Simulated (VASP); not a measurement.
Write the native input for VASP 6.6.1 that does the following.

```
Task                   : single point
Functional             : PBE
Potentials or basis    : VASP PAW PBE potentials, release 64 (Hf_pv, Pt)
Cutoff                 : 520 eV
k mesh                 : 6 × 6 × 6
Occupations            : gaussian, width 0.1 eV
Spin                   : no spin polarisation
Dipole correction      : no
Further INCAR settings : ALGO = Fast; EDIFF = 1e-06; NBANDS = 39
```

The structure of HfPt2 lies in POSCAR:

```
HfPt2
1.0
   -1.7430324122      3.3228972972      4.8283408488
    1.7430324122     -3.3228972972      4.8283408488
    1.7430324122      3.3228972972     -4.8283408488
Hf Pt
2 4
Direct
    0.2929497560      0.5429497560      0.7500000000
    0.7070502440      0.4570502440      0.2500000000
    0.1082305097      0.1410787843      0.9671517254
    0.6739270590      0.1410787843      0.5328482746
    0.3260729410      0.8589212157      0.4671517254
    0.8917694903      0.8589212157      0.0328482746
```

One way to write it, as run:

INCAR

```
SYSTEM = HfPt2
ALGO = Fast
EDIFF = 1E-6
ENCUT = 520
GGA = PE
ISIF = 2
ISMEAR = 0
LASPH = .TRUE.
LCHARG = .TRUE.
LELF = .TRUE.
LREAL = .FALSE.
LVHAR = .TRUE.
LWAVE = .FALSE.
NBANDS = 39
NELM = 60
PREC = Accurate
SIGMA = 0.1
```

KPOINTS

```
k-points
0
G
  6 6 6
  0 0 0
```

Potentials or basis: VASP PAW PBE potentials, release 64 (Hf_pv, Pt).

Run with:

```bash
$ cat potpaw_PBE.64/Hf_pv/POTCAR potpaw_PBE.64/Pt/POTCAR > POTCAR
$ mpirun -np 1 vasp_std > vasp.out
```

Results of the run:

The pressure is -0.9 GPa. The largest force is 0.074 eV/Å. The band gap on the k mesh is zero (bands 30 and 31 overlap by 1.09 eV).

Caveat: spin-orbit coupling is left out, which moves the levels of the heavy elements.

Wall time 2.5 min on 1 thread of Intel(R) Xeon(R) 6975P-C (Granite Rapids), on a shared host, peak memory 0.42 GiB.
